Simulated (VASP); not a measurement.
The system is AlN.

```
CELL_PARAMETERS angstrom
3.02680 0.00000 0.00000
-1.51340 2.62129 0.00000
0.00000 0.00000 5.53680
ATOMIC_POSITIONS crystal
Al 0.33333 0.66667 0.00152
Al 0.66667 0.33333 0.50152
N 0.33333 0.66667 0.38348
N 0.66667 0.33333 0.88348
```

```yaml
Program: VASP 6.6.1
Task: relaxation of the atoms
Functional: LDA
Potentials_or_basis: VASP PAW LDA potentials, release 64 (Al, N)
Cutoff: 520 eV
k_mesh: 9 × 9 × 6
Occupations: gaussian, width 0.05 eV
Spin: no spin polarisation
```

At the start: pressure -8.0 GPa; volume 10.98 Å³/atom.

Q: Where does the relaxation end?

A: Over 3 steps the energy falls by 8.3 meV/atom; space group P6_3mc (No. 186, to 0.05 Å).

The path:
```csv
step,energy change (eV),largest force (eV/Å),pressure (GPa)
1,0.0000,0.4795,-8.01
2,-0.0301,0.1606,-9.85
3,-0.0334,0.0016,-10.58
```

Final structure:
```
Al N
1.0
     3.02680    0.00000    0.00000
    -1.51340    2.62129    0.00000
     0.00000    0.00000    5.53680
Al N
2 2
Direct
  0.33333 0.66667 0.00755
  0.66667 0.33333 0.50755
  0.33333 0.66667 0.37745
  0.66667 0.33333 0.87745
```
